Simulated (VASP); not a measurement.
# Li2S (Fm-3m) in VASP: notebook

The runs below take Li2S through single point, with BLYP, r2SCAN+rVV10.

Everything below comes from runs of VASP 6.6.1. Logs are shortened: lines on timing, memory, paths and dates and some standing lists are left out, and cuts for length are marked.

**1. The cell of the first run**

It takes space group Fm-3m (No. 225, cubic). Conventional cell: a = 5.801 Å, b = 5.801 Å, c = 5.801 Å, α = 90.00°, β = 90.00°, γ = 90.00°. Within 3.3 Å of Li (site symmetry -43m) lie 4 S at 2.51 Å and 6 Li at 2.90 Å. S (site symmetry m-3m) has 8 Li at 2.51 Å within 3.3 Å.

**2. Single point, BLYP (volume scaled by 1.02)**

File INCAR:

```
SYSTEM = Li2S
AGGAC = 1.0
AGGAX = 1.0
ALDAC = 0.0
ALDAX = 1.0
ALGO = Normal
EDIFF = 1E-6
ENCUT = 750
GGA = B5
GGA_COMPAT = .FALSE.
ISIF = 2
ISMEAR = 0
LASPH = .TRUE.
LCHARG = .FALSE.
LREAL = .FALSE.
LWAVE = .FALSE.
NBANDS = 13
NELM = 120
PREC = Accurate
SIGMA = 0.05
```

File KPOINTS:

```
k-points
0
G
  8 8 8
  0 0 0
```

File POSCAR:

```
Li2S
1.0
    0.0000000000      2.9004701310      2.9004701310
    2.9004701310      0.0000000000      2.9004701310
    2.9004701310      2.9004701310      0.0000000000
Li S
2 1
Direct
    0.2500000000      0.2500000000      0.2500000000
    0.7500000000      0.7500000000      0.7500000000
    0.0000000000      0.0000000000      0.0000000000
```

Potentials or basis: VASP PAW PBE potentials, release 64 (Li_sv, S).

The run is started by

```console
> cat potpaw_PBE.64/Li_sv/POTCAR potpaw_PBE.64/S/POTCAR > POTCAR
> mpirun -np 1 vasp_std > vasp.out
```

OUTCAR:

```text
SYSTEM = Li2S
   EDIFF = 1E-6
   ENCUT = 750
   GGA = B5
   ISIF = 2
   ISMEAR = 0
   LASPH = .TRUE.
   LREAL = .FALSE.
   NELM = 120
   PREC = Accurate

 ion  position               nearest neighbor table
   1  0.250  0.250  0.250-   3 2.51   3 2.51   3 2.51   3 2.51
   2  0.750  0.750  0.750-   3 2.51   3 2.51   3 2.51   3 2.51
   3  0.000  0.000  0.000-   2 2.51   2 2.51   1 2.51   1 2.51   2 2.51   1 2.51   2 2.51   1 2.51

  LATTYP: Found a face centered cubic cell.
 ALAT       =     5.8009402620

  Lattice vectors:

 A1 = (   0.0000000000,   2.9004701310,   2.9004701310)
 A2 = (   2.9004701310,   0.0000000000,   2.9004701310)
 A3 = (   2.9004701310,   2.9004701310,   0.0000000000)

Analysis of symmetry for initial positions (statically):
=====================================================================
 Subroutine PRICEL returns:
 Original cell was already a primitive cell.

 Routine SETGRP: Setting up the symmetry group for a
 face centered cubic supercell.

 Subroutine GETGRP returns: Found 48 space group operations
 (whereof 48 operations were pure point group operations)
 out of a pool of 48 trial point group operations.

The static configuration has the point symmetry O_h .

Analysis of symmetry for dynamics (positions and initial velocities):
=====================================================================
 Subroutine PRICEL returns:
 Original cell was already a primitive cell.

 Routine SETGRP: Setting up the symmetry group for a
 face centered cubic supercell.

 Subroutine GETGRP returns: Found 48 space group operations
 (whereof 48 operations were pure point group operations)
 out of a pool of 48 trial point group operations.

The dynamic configuration has the point symmetry O_h .

 Subroutine INISYM returns: Found 48 space group operations
 (whereof 48 operations are pure point group operations),
 and found     1 'primitive' translations

----------------------------------------------------------------------------------------

                                     Primitive cell

  volume of cell :      48.8017

  direct lattice vectors                    reciprocal lattice vectors
     0.000000000  2.900470131  2.900470131    -0.172385847  0.172385847  0.172385847
     2.900470131  0.000000000  2.900470131     0.172385847 -0.172385847  0.172385847
     2.900470131  2.900470131  0.000000000     0.172385847  0.172385847 -0.172385847

  length of vectors
     4.101884197  4.101884197  4.101884197     0.298581045  0.298581045  0.298581045

  position of ions in fractional coordinates (direct lattice)
     0.250000000  0.250000000  0.250000000
     0.750000000  0.750000000  0.750000000
     0.000000000  0.000000000  0.000000000

  ion indices of the primitive-cell ions
   primitive index   ion index
                 1           1
                 2           2
                 3           3

----------------------------------------------------------------------------------------

 KPOINTS: k-points

Automatic generation of k-mesh.
 Grid dimensions read from file:
 generate k-points for:    8    8    8

 Generating k-lattice:

  Cartesian coordinates                     Fractional coordinates (reciprocal lattice)
    -0.021548231  0.021548231  0.021548231     0.125000000  0.000000000  0.000000000
     0.021548231 -0.021548231  0.021548231     0.000000000  0.125000000  0.000000000
     0.021548231  0.021548231 -0.021548231     0.000000000  0.000000000  0.125000000

  Length of vectors
     0.037322631  0.037322631  0.037322631

  Shift w.r.t. Gamma in fractional coordinates (k-lattice)
     0.000000000  0.000000000  0.000000000

 Subroutine IBZKPT returns following result:
 ===========================================

 Found     29 irreducible k-points:

 Following reciprocal coordinates:
            Coordinates               Weight
  0.000000  0.000000  0.000000      1.000000
  0.125000  0.000000  0.000000      8.000000
  0.250000  0.000000  0.000000      8.000000
  0.375000  0.000000  0.000000      8.000000
  0.500000  0.000000  0.000000      4.000000
  0.125000  0.125000  0.000000      6.000000
[... 16 lines left out ...]
  0.500000  0.250000  0.125000     48.000000
 -0.375000  0.250000  0.125000     24.000000
 [... further k-points ...]
   k-points           NKPTS =     29   k-points in BZ     NKDIM =     29   number of bands    NBANDS=     13
   number of dos      NEDOS =    301   number of ions     NIONS =      3
   total plane-waves  NPLWV =  64000
   dimension x,y,z NGX =    40 NGY =   40 NGZ =   40
   dimension x,y,z NGXF=    80 NGYF=   80 NGZF=   80
   ions per type =               2   1
   NGX,Y,Z   is equivalent  to a cutoff of  16.21, 16.21, 16.21 a.u.
   NGXF,Y,Z  is equivalent  to a cutoff of  32.42, 32.42, 32.42 a.u.
 SYSTEM =  Li2S
   PREC   = accura    normal or accurate (medium, high low for compatibility)
   ISTART =      0    job   : 0-new  1-cont  2-samecut
   ICHARG =      2    charge: 1-file 2-atom 10-const
   ISPIN  =      1    spin polarized calculation?
   LNONCOLLINEAR =      F non collinear calculations
   LSORBIT =      F    spin-orbit coupling
   LASPH  =      T    aspherical Exc in radial PAW
   ENCUT  =  750.0 eV  55.12 Ry    7.42 a.u.   9.16  9.16  9.16*2*pi/ulx,y,z
   NELM   =    120;   NELMIN=  2; NELMDL= -5     # of ELM steps
   EDIFF  = 0.1E-05   stopping-criterion for ELM
   LREAL  =      F    real-space projection
   EDIFFG = 0.1E-04   stopping-criterion for IOM
   NSW    =      0    number of steps for IOM
   IBRION =     -1    ionic relax: 0-MD 1-quasi-New 2-CG
   NFREE  =      0    steps in history (QN), initial steepest desc. (CG)
   ISIF   =      2    stress and relaxation
   ISYM   =      2    0-nonsym 1-usesym 2-fastsym
   POTIM  = 0.5000    time-step for ionic-motion
   TEBEG  =    0.0;   TEEND  =   0.0 temperature during run
   PSTRESS=    0.0 pullay stress
   NELECT =      12.0000    total number of electrons
   NUPDOWN=      -1.0000    fix difference up-down
   EMIN   =  10.00;   EMAX   =-10.00  energy-range for DOS
   EFERMI =   0.00;   METHOD = LEGACY
   ISMEAR =     0;   SIGMA  =   0.05  broadening in eV -4-tet -1-fermi 0-gaus
   EFERMI_NEDOS =   21; number of points for ismear=-14 and -15
   IALGO  =     38    algorithm
   IMIX   =      4    mixing-type and parameters
     AMIX     =   0.40;   BMIX     =  1.00
     AMIX_MAG =   1.60;   BMIX_MAG =  1.00
  volume/ion in A,a.u.               =      16.27       109.78
  Fermi-wavevector in a.u.,A,eV,Ry     =   1.025629  1.938157 14.312163  1.051914
  Thomas-Fermi vector in A             =   2.159479
   LORBIT       =      0    0 simple, 1 ext, 2 COOP (PROOUT), +10 PAW based schemes
   GGA     = B5    functional components
   LHFCALC =     F    Hartree Fock is set to
   AEXX    =    0.0000 exact exchange contribution
   IVDW    =     0    specifies the selected vdW correction
   LEPSILON=     F    determine dielectric tensor
   LRPA    =     F    only Hartree local field effects (RPA)
 non-spin polarized calculation
 Gauss-broadening in eV      SIGMA  =   0.05
  energy-cutoff  :      750.00
  volume of cell :       48.80
 maximum number of plane-waves:      2285
 NGX is ok and might be reduce to    40
   NGX = 19   NGY = 19   NGZ = 19

 number of electron      11.9999997 magnetization

 Free energy of the ion-electron system (eV)
  ---------------------------------------------------
  ext. energy  EPLUGINS =         0.00000000
  ---------------------------------------------------
  free energy    TOTEN  =       -11.30731368 eV

  energy without entropy =      -11.30731368  energy(sigma->0) =      -11.30731368

 E-fermi :   1.7176     XC(G=0):  -7.8091

 val. band max:        1.5144756864   @ k =   0.0000   0.0000   0.0000
 cond. band min:       5.1719449883   @ k =   0.5000   0.5000   0.0000
 fundamental gap:      3.6574693019
 Fermi energy:         1.7176156823

 k-point     1 :       0.0000    0.0000    0.0000
  band No.  band energies     occupation
      1     -43.4381      2.00000
      2     -43.4055      2.00000
      3      -9.3466      2.00000
      4       1.5145      2.00000
      5       1.5145      2.00000
      6       1.5145      2.00000
      7       5.7489      0.00000
      8       7.7648      0.00000
      9       7.7648      0.00000
     10       7.7648      0.00000
     11      12.6241      0.00000
     12      12.6241      0.00000
     13      13.8054      0.00000

 k-point     2 :       0.1250    0.0000    0.0000
  band No.  band energies     occupation
      1     -43.4368      2.00000
      2     -43.4067      2.00000
      3      -9.2961      2.00000
      4       0.9743      2.00000
      5       1.4349      2.00000
      6       1.4349      2.00000
      7       6.1622      0.00000
      8       7.9869      0.00000
      9       7.9869      0.00000
     10       8.0749      0.00000
     11      11.6948      0.00000
     12      11.6948      0.00000
     13      13.9449      0.00000

 k-point     3 :       0.2500    0.0000    0.0000
  band No.  band energies     occupation
      1     -43.4330      2.00000
      2     -43.4100      2.00000
      3      -9.1671      2.00000
      4      -0.0259      2.00000
      5       1.2612      2.00000
      6       1.2612      2.00000
      7       6.8133      0.00000
      8       8.3104      0.00000
      9       8.3104      0.00000
     10       8.8616      0.00000
     11      11.3153      0.00000
     12      11.3153      0.00000
     13      14.3348      0.00000
[... 305 lines left out ...]
 k-point    23 :       0.5000    0.2500    0.1250
  band No.  band energies     occupation
      1     -43.4262      2.00000
      2     -43.4162      2.00000
      3      -8.9552      2.00000
      4      -0.6318      2.00000
      5       0.3942      2.00000
      6       0.8249      2.00000
      7       7.3437      0.00000
      8       8.2188      0.00000
      9       9.4345      0.00000
     10       9.8170      0.00000
     11      11.3602      0.00000
     12      13.5860      0.00000
     13      15.0442      0.00000

 k-point    24 :      -0.3750    0.2500    0.1250
  band No.  band energies     occupation
      1     -43.4212      2.00000
      2     -43.4211      2.00000
      3      -8.9052      2.00000
      4      -0.8427      2.00000
      5       0.3705      2.00000
      6       0.6937      2.00000
      7       7.5071      0.00000
      8       8.0669      0.00000
      9       9.7564      0.00000
     10      10.3892      0.00000
     11      11.6559      0.00000
     12      12.9374      0.00000
     13      14.5761      0.00000

 [... further k-points ...]

------------------------ aborting loop because EDIFF is reached ----------------------------------------

  FORCE on cell =-STRESS in cart. coord.  units (eV):
  Direction    XX          YY          ZZ          XY          YZ          ZX
  --------------------------------------------------------------------------------------
  -------------------------------------------------------------------------------------
  Total       -0.2331444     -0.2331444     -0.2331444      0.0000000      0.0000000      0.0000000
  in kB       -7.6542104     -7.6542104     -7.6542104      0.0000000      0.0000000      0.0000000
  external PRESSURE =      -7.6542104 kB  Pullay stress =       0.0000000 kB

 VOLUME and BASIS-vectors are now :
 -----------------------------------------------------------------------------
  energy-cutoff  :      750.00
  volume of cell :       48.80
      direct lattice vectors                 reciprocal lattice vectors
     0.000000000  2.900470131  2.900470131    -0.172385847  0.172385847  0.172385847
     2.900470131  0.000000000  2.900470131     0.172385847 -0.172385847  0.172385847
     2.900470131  2.900470131  0.000000000     0.172385847  0.172385847 -0.172385847

 POSITION                                       TOTAL-FORCE (eV/Angst)
 -----------------------------------------------------------------------------------
      1.45024      1.45024      1.45024         0.000000      0.000000     -0.000000
      4.35071      4.35071      4.35071        -0.000000     -0.000000      0.000000
      0.00000      0.00000      0.00000        -0.000000     -0.000000     -0.000000
 -----------------------------------------------------------------------------------
    total drift:                                0.000000     -0.000000      0.000000

  FREE ENERGIE OF THE ION-ELECTRON SYSTEM (eV)
  ---------------------------------------------------
  free  energy   TOTEN  =       -11.3073136841 eV

  energy  without entropy=      -11.3073136841  energy(sigma->0) =      -11.30731368
```

Wall time 22 s (1 thread of Intel Xeon 6975P-C (Granite Rapids), shared host); peak memory 0.23 GiB.

Results:

| Property | Result |
| --- | --- |
| Free energy | -11.3073 eV |
| Pressure | -0.8 GPa |
| Band gap on the k mesh | 3.66 eV, indirect (least direct gap 4.23 eV) |

Caveat: the PAW data sets were made with another functional, which shifts forces and pressure a little.

**3. Single point, BLYP (volume scaled by 1.04)**

File INCAR:

```
AGGAC = 1.0
AGGAX = 1.0
ALDAC = 0.0
ALDAX = 1.0
ALGO = Normal
EDIFF = 1E-6
ENCUT = 750
GGA = B5
GGA_COMPAT = F
ISIF = 2
ISMEAR = 0
LASPH = T
LCHARG = F
LREAL = F
LWAVE = F
NBANDS = 13
NELM = 120
PREC = Accurate
SIGMA = 0.05
```

File KPOINTS:

```
k-points
0
Gamma
  8 8 8
```

File POSCAR:

```
Li2S
1.0
    0.0000000000      2.9193048804      2.9193048804
    2.9193048804      0.0000000000      2.9193048804
    2.9193048804      2.9193048804      0.0000000000
Li S
2 1
Direct
    0.2500000000      0.2500000000      0.2500000000
    0.7500000000      0.7500000000      0.7500000000
    0.0000000000      0.0000000000      0.0000000000
```

Potentials or basis: VASP PAW PBE potentials, release 64 (Li_sv, S).

The run is started by

```console
> cat potpaw_PBE.64/Li_sv/POTCAR potpaw_PBE.64/S/POTCAR > POTCAR
> mpirun -np 1 vasp_std > vasp.out
```

Run time: 22 s. Hardware: 1 thread of Intel Xeon 6975P-C (Granite Rapids), shared host; peak memory 0.23 GiB.

The run converged. Its results:

```
Free energy            : -11.3012 eV
Pressure               : -1.4 GPa
Band gap on the k mesh : 3.66 eV, indirect (least direct gap 4.14 eV)
```

Levels at points of the mesh, in eV from the valence-band top:
```csv
k point,band 3,band 4,band 5,band 6,band 7,band 8,band 9,band 10
"(0.00, 0.00, 0.00)",-10.81,0.00,0.00,0.00,4.14,6.24,6.24,6.24
"(0.50, 0.00, 0.00)",-10.45,-2.58,-0.45,-0.45,5.87,6.61,6.61,8.34
"(0.50, 0.50, 0.00)",-10.34,-1.98,-1.26,-1.26,3.66,6.96,10.66,10.66
```

Caveat: the PAW data sets were made with another functional, which shifts forces and pressure a little.

**4. Single point, r2SCAN+rVV10 (volume scaled by 0.96)**

File POSCAR:

```
Li2S
1.0
    0.0000000000      2.7979694800      2.7979694800
    2.7979694800      0.0000000000      2.7979694800
    2.7979694800      2.7979694800      0.0000000000
Li S
2 1
Direct
    0.2500000000      0.2500000000      0.2500000000
    0.7500000000      0.7500000000      0.7500000000
    0.0000000000      0.0000000000      0.0000000000
```

File INCAR.step1:

```
PREC = Accurate
ENCUT = 830
ISMEAR = 0
SIGMA = 0.05
LREAL = False
LASPH = True
NELM = 120
NBANDS = 13
GGA = PE
ALGO = Normal
EDIFF = 1E-5
LWAVE = True
LCHARG = False
GGA_COMPAT = False
```

File INCAR.step2:

```
PREC = Accurate
ENCUT = 830
EDIFF = 1E-6
ISMEAR = 0
SIGMA = 0.05
LREAL = False
LASPH = True
NELM = 120
ALGO = Normal
ISIF = 2
LWAVE = False
LCHARG = False
METAGGA = R2SCAN
LMIXTAU = True
LUSE_VDW = True
IVDW_NL = 2
BPARAM = 11.95
CPARAM = 0.0093
NBANDS = 13
ISTART = 1
GGA_COMPAT = False
```

File KPOINTS:

```
regular mesh
0
Gamma
  8 8 8
```

The run is started by

```console
> cat potpaw_PBE.64/Li_sv/POTCAR potpaw_PBE.64/S/POTCAR > POTCAR
> cp INCAR.step1 INCAR
> mpirun -np 1 vasp_std > vasp.out
> cp INCAR.step2 INCAR
> mpirun -np 1 vasp_std > vasp.out
```

Run time: 2.1 min. Hardware: 1 thread of Intel Xeon 6975P-C (Granite Rapids), shared host; peak memory 0.49 GiB.

The run converged. Its results:

| Item | Value |
| --- | --- |
| Free energy | -17.0545 eV |
| Pressure | 1.8 GPa |
| Band gap on the k mesh | 3.76 eV, indirect (least direct gap 5.26 eV) |

Levels at points of the mesh, in eV from the valence-band top:
```
           k point  band 3  band 4  band 5  band 6  band 7  band 8  band 9  band 10
(0.00, 0.00, 0.00)  -11.63    0.00    0.00    0.00    5.26    6.90    6.90     6.90
(0.50, 0.00, 0.00)  -11.15   -3.08   -0.55   -0.55    7.18    7.18    7.18     9.32
(0.50, 0.50, 0.00)  -11.01   -2.28   -1.55   -1.55    3.76    8.00   12.51    12.51
```

Caveat: the PAW data sets were made with another functional, which shifts forces and pressure a little.

**5. Overview**

```tsv
level	cell	cutoff (eV)	gap on the mesh (eV)	pressure (GPa)
BLYP	a = 4.102 Å, angles 60.0°, 3 atoms	750	3.66	-0.8
BLYP	a = 4.129 Å, angles 60.0°, 3 atoms	750	3.66	-1.4
r2SCAN+rVV10	a = 3.957 Å, angles 60.0°, 3 atoms	830	3.76	1.8
```

Alike in all rows: task single point; potentials or basis VASP PAW PBE potentials, release 64 (Li_sv, S); no spin polarisation; k mesh 8 × 8 × 8; smearing gaussian 0.05 eV.

Caveats: the PAW data sets were made with another functional, which shifts forces and pressure a little.

Total energies depend on the potentials used, so only differences within one code and one set of settings carry meaning.
